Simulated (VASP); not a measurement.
# Sc (Pm-3m) in VASP: a series of runs

Runs on Sc. Level: LDA. Tasks: single point.

All numbers are computed with VASP 6.6.1; they aren't measurements. Logs are shortened: lines on timing, memory, paths and dates and some standing lists are left out, and cuts for length are marked.

### 1 The cell of the first run

Symmetry: Pm-3m, No. 221, cubic system. The conventional cell has a = 2.854 Å, b = 2.854 Å, c = 2.854 Å, α = 90.00°, β = 90.00°, γ = 90.00°. Sc (site symmetry m-3m) has 6 Sc at 2.85 Å within 3.8 Å.

This isn't the form of Sc at room conditions, which is hcp.

### 2 Single point, LDA

The input, INCAR:

```
PREC = Accurate ; ENCUT = 520
EDIFF = 1E-6 ; ISMEAR = 0
SIGMA = 0.1 ; LREAL = False
LASPH = True ; NELM = 100
ALGO = Normal ; ISIF = 2
LWAVE = False ; LCHARG = False
GGA = CA ; NBANDS = 12
```

The input, KPOINTS:

```
Automatic mesh
0
Gamma
  7 7 7
```

The input, POSCAR:

```
Sc
1.0
    2.8542760806      0.0000000000      0.0000000000
    0.0000000000      2.8542760806      0.0000000000
    0.0000000000      0.0000000000      2.8542760806
Sc
1
Direct
    0.0000000000      0.0000000000      0.0000000000
```

Potentials or basis: VASP PAW LDA potentials, release 64 (Sc_sv).

Command:

```bash
> cat potpaw_LDA.64/Sc_sv/POTCAR > POTCAR
> mpirun -np 1 vasp_std > vasp.out
```

OUTCAR:

```text
PREC = Accurate
   ENCUT = 520
   EDIFF = 1E-6
   ISMEAR = 0
   LREAL = False
   LASPH = True
   NELM = 100
   ISIF = 2
   GGA = CA

 ion  position               nearest neighbor table
   1  0.000  0.000  0.000-

  LATTYP: Found a simple cubic cell.
 ALAT       =     2.8542760806

  Lattice vectors:

 A1 = (   2.8542760806,   0.0000000000,   0.0000000000)
 A2 = (   0.0000000000,   2.8542760806,   0.0000000000)
 A3 = (   0.0000000000,   0.0000000000,   2.8542760806)

Analysis of symmetry for initial positions (statically):
=====================================================================
 Subroutine PRICEL returns:
 Original cell was already a primitive cell.

 Routine SETGRP: Setting up the symmetry group for a
 simple cubic supercell.

 Subroutine GETGRP returns: Found 48 space group operations
 (whereof 48 operations were pure point group operations)
 out of a pool of 48 trial point group operations.

The static configuration has the point symmetry O_h .

Analysis of symmetry for dynamics (positions and initial velocities):
=====================================================================
 Subroutine PRICEL returns:
 Original cell was already a primitive cell.

 Routine SETGRP: Setting up the symmetry group for a
 simple cubic supercell.

 Subroutine GETGRP returns: Found 48 space group operations
 (whereof 48 operations were pure point group operations)
 out of a pool of 48 trial point group operations.

The dynamic configuration has the point symmetry O_h .

 Subroutine INISYM returns: Found 48 space group operations
 (whereof 48 operations are pure point group operations),
 and found     1 'primitive' translations

----------------------------------------------------------------------------------------

                                     Primitive cell

  volume of cell :      23.2535

  direct lattice vectors                    reciprocal lattice vectors
     2.854276081  0.000000000  0.000000000     0.350351533  0.000000000  0.000000000
     0.000000000  2.854276081  0.000000000     0.000000000  0.350351533  0.000000000
     0.000000000  0.000000000  2.854276081     0.000000000  0.000000000  0.350351533

  length of vectors
     2.854276081  2.854276081  2.854276081     0.350351533  0.350351533  0.350351533

  position of ions in fractional coordinates (direct lattice)
     0.000000000  0.000000000  0.000000000

  ion indices of the primitive-cell ions
   primitive index   ion index
                 1           1

----------------------------------------------------------------------------------------

 KPOINTS: Automatic mesh

Automatic generation of k-mesh.
 Grid dimensions read from file:
 generate k-points for:    7    7    7

 Generating k-lattice:

  Cartesian coordinates                     Fractional coordinates (reciprocal lattice)
     0.050050219  0.000000000  0.000000000     0.142857143  0.000000000  0.000000000
     0.000000000  0.050050219  0.000000000     0.000000000  0.142857143  0.000000000
     0.000000000  0.000000000  0.050050219     0.000000000  0.000000000  0.142857143

  Length of vectors
     0.050050219  0.050050219  0.050050219

  Shift w.r.t. Gamma in fractional coordinates (k-lattice)
     0.000000000  0.000000000  0.000000000

 Subroutine IBZKPT returns following result:
 ===========================================

 Found     20 irreducible k-points:

 Following reciprocal coordinates:
            Coordinates               Weight
  0.000000  0.000000  0.000000      1.000000
  0.142857  0.000000  0.000000      6.000000
  0.285714  0.000000  0.000000      6.000000
  0.428571  0.000000  0.000000      6.000000
  0.142857  0.142857  0.000000     12.000000
  0.285714  0.142857  0.000000     24.000000
[... 12 lines left out ...]
  0.428571  0.428571  0.285714     24.000000
  0.428571  0.428571  0.428571      8.000000
   k-points           NKPTS =     20   k-points in BZ     NKDIM =     20   number of bands    NBANDS=     12
   number of dos      NEDOS =    301   number of ions     NIONS =      1
   total plane-waves  NPLWV =  13824
   dimension x,y,z NGX =    24 NGY =   24 NGZ =   24
   dimension x,y,z NGXF=    48 NGYF=   48 NGZF=   48
   ions per type =               1
   NGX,Y,Z   is equivalent  to a cutoff of  13.98, 13.98, 13.98 a.u.
   NGXF,Y,Z  is equivalent  to a cutoff of  27.96, 27.96, 27.96 a.u.
 SYSTEM =  unknown system
   PREC   = accura    normal or accurate (medium, high low for compatibility)
   ISTART =      0    job   : 0-new  1-cont  2-samecut
   ICHARG =      2    charge: 1-file 2-atom 10-const
   ISPIN  =      1    spin polarized calculation?
   LNONCOLLINEAR =      F non collinear calculations
   LSORBIT =      F    spin-orbit coupling
   LASPH  =      T    aspherical Exc in radial PAW
   ENCUT  =  520.0 eV  38.22 Ry    6.18 a.u.   5.31  5.31  5.31*2*pi/ulx,y,z
   NELM   =    100;   NELMIN=  2; NELMDL= -5     # of ELM steps
   EDIFF  = 0.1E-05   stopping-criterion for ELM
   LREAL  =      F    real-space projection
[... 7 lines left out ...]
   TEBEG  =    0.0;   TEEND  =   0.0 temperature during run
   PSTRESS=    0.0 pullay stress
   NELECT =      11.0000    total number of electrons
   NUPDOWN=      -1.0000    fix difference up-down
   EMIN   =  10.00;   EMAX   =-10.00  energy-range for DOS
   EFERMI =   0.00;   METHOD = LEGACY
   ISMEAR =     0;   SIGMA  =   0.10  broadening in eV -4-tet -1-fermi 0-gaus
   EFERMI_NEDOS =   21; number of points for ismear=-14 and -15
   IALGO  =     38    algorithm
   IMIX   =      4    mixing-type and parameters
     AMIX     =   0.40;   BMIX     =  1.00
     AMIX_MAG =   1.60;   BMIX_MAG =  1.00
  volume/ion in A,a.u.               =      23.25       156.92
  Fermi-wavevector in a.u.,A,eV,Ry     =   1.275586  2.410508 22.138307  1.627120
  Thomas-Fermi vector in A             =   2.408290
   LORBIT       =      0    0 simple, 1 ext, 2 COOP (PROOUT), +10 PAW based schemes
   GGA     = CA    functional components
   LHFCALC =     F    Hartree Fock is set to
   AEXX    =    0.0000 exact exchange contribution
   IVDW    =     0    specifies the selected vdW correction
   LEPSILON=     F    determine dielectric tensor
   LRPA    =     F    only Hartree local field effects (RPA)
 non-spin polarized calculation
 Gauss-broadening in eV      SIGMA  =   0.10
  energy-cutoff  :      520.00
  volume of cell :       23.25
 maximum number of plane-waves:       639
 NGX is ok and might be reduce to    24
   NGX = 11   NGY = 11   NGZ = 11

 number of electron      11.0000002 magnetization

 Free energy of the ion-electron system (eV)
  ---------------------------------------------------
  ext. energy  EPLUGINS =         0.00000000
  ---------------------------------------------------
  free energy    TOTEN  =        -5.99595434 eV

  energy without entropy =       -5.98489906  energy(sigma->0) =       -5.99042670

 E-fermi :   3.8844     XC(G=0): -10.3191

 val. band max:        3.8627564022   @ k =   0.4286   0.0000   0.0000
 cond. band min:       3.8892157185   @ k =   0.4286   0.0000   0.0000
 fundamental gap:      0.0264593163
 Fermi energy:         3.8844144274

 k-point     1 :       0.0000    0.0000    0.0000
  band No.  band energies     occupation
      1     -44.9642      2.00000
      2     -23.5567      2.00000
      3     -23.5567      2.00000
      4     -23.5567      2.00000
      5      -1.2322      2.00000
      6       3.2436      2.00000
      7       3.2436      2.00000
      8       8.1406      0.00000
      9       8.1406      0.00000
     10       8.1406      0.00000
     11      17.1882      0.00000
     12      17.1882      0.00000

 k-point     2 :       0.1429    0.0000    0.0000
  band No.  band energies     occupation
      1     -44.9449      2.00000
      2     -23.7054      2.00000
      3     -23.5440      2.00000
      4     -23.5440      2.00000
      5      -0.7823      2.00000
      6       3.3619      2.00000
      7       3.5440      2.00000
      8       7.7291      0.00000
      9       7.7291      0.00000
     10       8.1715      0.00000
     11      14.8389      0.00000
     12      17.9363      0.00000

 k-point     3 :       0.2857    0.0000    0.0000
  band No.  band energies     occupation
      1     -44.9012      2.00000
      2     -24.0290      2.00000
      3     -23.5153      2.00000
      4     -23.5153      2.00000
      5       0.4017      2.00000
      6       3.6439      1.99933
      7       4.0806      0.00553
      8       6.9427      0.00000
      9       6.9427      0.00000
     10       8.2416      0.00000
     11      12.0934      0.00000
     12      19.4819      0.00000

 k-point     4 :       0.4286    0.0000    0.0000
  band No.  band energies     occupation
      1     -44.8659      2.00000
      2     -24.2788      2.00000
      3     -23.4921      2.00000
      4     -23.4921      2.00000
      5       1.8738      2.00000
      6       3.8628      1.24062
      7       3.8892      0.94586
      8       6.4048      0.00000
      9       6.4048      0.00000
     10       8.2988      0.00000
     11      10.8669      0.00000
     12      18.4062      0.00000

 k-point     5 :       0.1429    0.1429    0.0000
  band No.  band energies     occupation
      1     -44.9257      2.00000
      2     -23.6992      2.00000
      3     -23.6826      2.00000
      4     -23.5314      2.00000
      5      -0.3482      2.00000
      6       3.5574      2.00000
      7       3.7845      1.84241
      8       7.2606      0.00000
      9       7.6942      0.00000
     10       7.8556      0.00000
     11      15.2989      0.00000
     12      15.5302      0.00000

 k-point     6 :       0.2857    0.1429    0.0000
  band No.  band energies     occupation
      1     -44.8825      2.00000
      2     -24.0111      2.00000
      3     -23.6579      2.00000
      4     -23.5031      2.00000
      5       0.7798      2.00000
      6       3.8285      1.57082
      7       4.3173      0.00000
      8       6.5503      0.00000
      9       6.9987      0.00000
     10       7.8854      0.00000
     11      12.5046      0.00000
     12      16.6821      0.00000

 k-point     7 :       0.4286    0.1429    0.0000
  band No.  band energies     occupation
      1     -44.8474      2.00000
      2     -24.2580      2.00000
      3     -23.6318      2.00000
      4     -23.4802      2.00000
      5       2.2162      2.00000
      6       3.6147      1.99986
      7       4.2608      0.00000
      8       6.4771      0.00000
      9       6.6068      0.00000
     10       7.9587      0.00000
     11      10.9092      0.00000
     12      17.7468      0.00000

 k-point     8 :       0.2857    0.2857    0.0000
  band No.  band energies     occupation
      1     -44.8400      2.00000
      2     -23.9820      2.00000
      3     -23.9574      2.00000
      4     -23.4754      2.00000
      5       1.6302      2.00000
      6       3.8252      1.59791
      7       5.2804      0.00000
      8       6.1108      0.00000
      9       7.0548      0.00000
     10       7.2545      0.00000
     11      12.5641      0.00000
     12      14.6723      0.00000
[... 106 lines left out ...]
 k-point    16 :       0.4286    0.4286    0.1429
  band No.  band energies     occupation
      1     -44.7540      2.00000
      2     -24.1560      2.00000
      3     -24.1515      2.00000
      4     -23.5634      2.00000
      5       2.1938      2.00000
      6       4.6295      0.00000
      7       5.5210      0.00000
      8       5.6001      0.00000
      9       8.1807      0.00000
     10       8.9110      0.00000
     11      10.7409      0.00000
     12      14.3554      0.00000

 k-point    17 :       0.2857    0.2857    0.2857
  band No.  band energies     occupation
      1     -44.7803      2.00000
      2     -23.9355      2.00000
      3     -23.9031      2.00000
      4     -23.9031      2.00000
      5       2.4098      2.00000
      6       4.7971      0.00000
      7       4.7971      0.00000
      8       6.3699      0.00000
      9       6.3699      0.00000
     10       7.3976      0.00000
     11      14.9292      0.00000
     12      14.9639      0.00000

 k-point    18 :       0.4286    0.2857    0.2857
  band No.  band energies     occupation
      1     -44.7468      2.00000
      2     -24.1472      2.00000
      3     -23.8924      2.00000
      4     -23.8726      2.00000
      5       2.7650      2.00000
      6       4.3367      0.00000
      7       4.5520      0.00000
      8       6.3124      0.00000
      9       7.0263      0.00000
     10       9.2279      0.00000
     11      12.1454      0.00000
     12      14.9830      0.00000

 k-point    19 :       0.4286    0.4286    0.2857
  band No.  band energies     occupation
      1     -44.7139      2.00000
      2     -24.1134      2.00000
      3     -24.1091      2.00000
      4     -23.8522      2.00000
      5       2.7115      2.00000
      6       4.1046      0.00184
      7       4.2124      0.00000
      8       6.6756      0.00000
      9       8.5483      0.00000
     10      10.3772      0.00000
     11      12.3366      0.00000
     12      13.4120      0.00000

 k-point    20 :       0.4286    0.4286    0.4286
  band No.  band energies     occupation
      1     -44.6814      2.00000
      2     -24.0807      2.00000
      3     -24.0749      2.00000
      4     -24.0749      2.00000
      5       3.1473      2.00000
      6       3.4760      2.00000
      7       3.4760      2.00000
      8       8.6756      0.00000
      9       8.6756      0.00000
     10      11.6915      0.00000
     11      12.4107      0.00000
     12      13.8640      0.00000

------------------------ aborting loop because EDIFF is reached ----------------------------------------

  FORCE on cell =-STRESS in cart. coord.  units (eV):
  Direction    XX          YY          ZZ          XY          YZ          ZX
  --------------------------------------------------------------------------------------
  -------------------------------------------------------------------------------------
  Total        0.0043550      0.0043550      0.0043550     -0.0000000     -0.0000000     -0.0000000
  in kB        0.3000589      0.3000589      0.3000589     -0.0000000     -0.0000000     -0.0000000
  external PRESSURE =       0.3000589 kB  Pullay stress =       0.0000000 kB

 VOLUME and BASIS-vectors are now :
 -----------------------------------------------------------------------------
  energy-cutoff  :      520.00
  volume of cell :       23.25
      direct lattice vectors                 reciprocal lattice vectors
     2.854276081  0.000000000  0.000000000     0.350351533  0.000000000  0.000000000
     0.000000000  2.854276081  0.000000000     0.000000000  0.350351533  0.000000000
     0.000000000  0.000000000  2.854276081     0.000000000  0.000000000  0.350351533

 POSITION                                       TOTAL-FORCE (eV/Angst)
 -----------------------------------------------------------------------------------
      0.00000      0.00000      0.00000         0.000000      0.000000      0.000000
 -----------------------------------------------------------------------------------
    total drift:                               -0.000000      0.000000      0.000000

  FREE ENERGIE OF THE ION-ELECTRON SYSTEM (eV)
  ---------------------------------------------------
  free  energy   TOTEN  =        -5.9959543425 eV

  energy  without entropy=       -5.9848990608  energy(sigma->0) =       -5.99042670
```

It took 7.5 s on 1 thread of Intel Xeon 8259CL, shared host; peak memory 0.13 GiB.

Results:

```
Free energy            : -5.9960 eV
Pressure               : 0.0 GPa
Band gap on the k mesh : zero (an odd number of electrons rules out a gap without spin polarisation)
```

### 3 Single point, LDA

This run uses another cell than the first one, of 22.91 Å³/atom.

The input, INCAR:

```
SYSTEM = Sc
PREC = Accurate
ENCUT = 520
EDIFF = 1E-6
ISMEAR = 0
SIGMA = 0.1
LREAL = .False.
LASPH = .True.
NELM = 100
ALGO = Normal
ISIF = 2
LWAVE = .False.
LCHARG = .False.
NBANDS = 12
```

The input, KPOINTS:

```
regular mesh
0
Gamma
  8 8 8
  0 0 0
```

The input, POSCAR:

```
Sc
1.0
    2.8401318044      0.0000000000      0.0000000000
    0.0000000000      2.8401318044      0.0000000000
    0.0000000000      0.0000000000      2.8401318044
Sc
1
Direct
    0.0000000000      0.0000000000      0.0000000000
```

Potentials or basis: VASP PAW LDA potentials, release 64 (Sc_sv).

Command:

```bash
> cat potpaw_LDA.64/Sc_sv/POTCAR > POTCAR
> mpirun -np 1 vasp_std > vasp.out
```

Wall time 11 s (1 thread of Intel Xeon 8259CL, shared host); peak memory 0.13 GiB.

The run converged. Its results:

```yaml
Free_energy: -5.9996 eV
Pressure: 0.1 GPa
Band_gap_on_the_k_mesh: zero (an odd number of electrons rules out a gap without spin polarisation)
```

Levels at points of the mesh, in eV from the Fermi level:
```
           k point  band 4  band 5  band 6  band 7  band 8  band 9
(0.00, 0.00, 0.00)  -27.40   -5.16   -0.67   -0.67    4.32    4.32
(0.50, 0.00, 0.00)  -27.33   -1.63   -0.27    0.03    2.47    2.47
(0.50, 0.50, 0.00)  -27.26   -2.10    0.29    2.89    2.89    4.34
(0.50, 0.50, 0.50)  -27.97   -0.66   -0.66   -0.66    5.52    5.52
```
